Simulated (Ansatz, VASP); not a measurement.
Two plane-wave programs on K

File INCAR:

```
ALGO = Fast
EDIFF = 1E-6
ENCUT = 520
GGA = PE
ISIF = 2
ISMEAR = -1
LASPH = T
LCHARG = T
LELF = T
LREAL = F
LVHAR = T
LWAVE = F
NBANDS = 16
NELM = 100
PREC = Accurate
SIGMA = 0.05
```

File KPOINTS:

```
k-points
0
Gamma
  9 9 9
```

File POSCAR:

```
K
1.0
   -2.2227327120      2.2227327120      8.0991533927
    2.2227327120     -2.2227327120      8.0991533927
    2.2227327120      2.2227327120     -8.0991533927
K
2
Direct
    0.5000000000      0.5000000000      0.0000000000
    0.2500000000      0.7500000000      0.5000000000
```

The input input.yaml:

```yaml
crystal:
  lattice:
    - [-2.222732712, 2.222732712, 8.0991533927]
    - [2.222732712, -2.222732712, 8.0991533927]
    - [2.222732712, 2.222732712, -8.0991533927]
  atoms:
    - { symbol: K, position: [0.5, 0.5, 0.0] }
    - { symbol: K, position: [0.25, 0.75, 0.5] }
hamiltonian:
  xc: pbe
  pseudopotentials: { kind: paw }
kpoints:
  mp_grid: { grid: [9, 9, 9] }
scf:
  occupations: { method: fermi_dirac, width: 0.05 }
output:
  forces: true
  stress: true
  eigenvalues: true
  write_density: true
  write_potential: true
  elf: true
  volumetric_format: npy
```

Alike in both runs: task single point; functional PBE; k mesh 9 × 9 × 9; occupations fermi-dirac, width 0.05 eV; no spin polarisation.

```csv
,VASP,Ansatz
version,VASP 6.6.1,Ansatz 0.2.0
potentials or method,"VASP PAW PBE potentials, release 64 (K_sv)",Ansatz PAW
plane-wave cutoff (eV),520,420
valence electrons in the cell,18,18
```

```tsv
	VASP	Ansatz	Ansatz less VASP
gap on the k mesh at the Fermi level (eV)	none	none	-
pressure (GPa)	-0.1	-0.1	+0.01
traceless stress, the component that is largest in VASP (GPa)	-0.06	-0.06	0.000
```

A gap of «none» marks a metal or a gap that the smearing closes.
